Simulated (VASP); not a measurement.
CdTe, 2 atoms in the cell. The typed cell holds 2 atoms: a = 4.588 Å, b = 4.588 Å, c = 4.588 Å, α = 60.02°, β = 60.02°, γ = 60.02°. 

```yaml
Program: VASP 6.6.1
Task: single point
Functional: PBEsol
Potentials_or_basis: VASP PAW PBE potentials, release 64 (Cd, Te)
Cutoff: 520 eV
k_mesh: 8 × 8 × 8, shifted
Occupations: gaussian, width 0.02 eV
Spin: no spin polarisation
Dipole_correction: no
Further_INCAR_settings: ALGO = Normal; EDIFF = 1e-07; NBANDS = 16; ISYM = 0
```

Potentials or basis: VASP PAW PBE potentials, release 64 (Cd, Te).

Run with:

```sh
$ cat potpaw_PBE.64/Cd/POTCAR potpaw_PBE.64/Te/POTCAR > POTCAR
$ mpirun -np 1 vasp_std > vasp.out
```

Hardware: 1 thread of Intel Xeon 8259CL, with other jobs on the host.

Estimate the wall time of this run.

It took 7.1 min on 1 thread of Intel Xeon 8259CL, on a shared host, peak memory 0.43 GiB. Counts: scf iterations 14, k points 256.
